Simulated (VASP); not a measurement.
Input of a VASP 6.6.1 run:

INCAR

```
ALGO = Normal
EDIFF = 1E-6
ENCUT = 520
GGA = PE
ISIF = 2
ISMEAR = -1
ISPIN = 2
LASPH = T
LCHARG = T
LELF = T
LMAXMIX = 4
LORBIT = 11
LREAL = F
LVHAR = T
LWAVE = F
MAGMOM = 4 0
NBANDS = 20
NELM = 150
PREC = Accurate
SIGMA = 0.05
```

File KPOINTS:

```
k-points
0
Gamma
  14 14 14
```

POSCAR

```
MnO
1.0
    0.0000000000      2.4395078206      2.4395078206
    2.4395078206      0.0000000000      2.4395078206
    2.4395078206      2.4395078206      0.0000000000
Mn O
1 1
Direct
    0.0000000000      0.0000000000      0.0000000000
    0.2500000000      0.2500000000      0.2500000000
```

Potentials or basis: VASP PAW PBE potentials, release 64 (Mn_pv, O).

The run is started by

```bash
$ cat potpaw_PBE.64/Mn_pv/POTCAR potpaw_PBE.64/O/POTCAR > POTCAR
$ mpirun -np 1 vasp_std > vasp.out
```

**Question.** Predict the net moment.

**Answer.** 5.00 μB per cell.

**Question.** What does it give for the pressure?

**Answer.** -4.9 GPa.

Caveat: the cell stands under tension; a cell with one magnetic atom can't hold antiferromagnetic order, which such compounds often take.
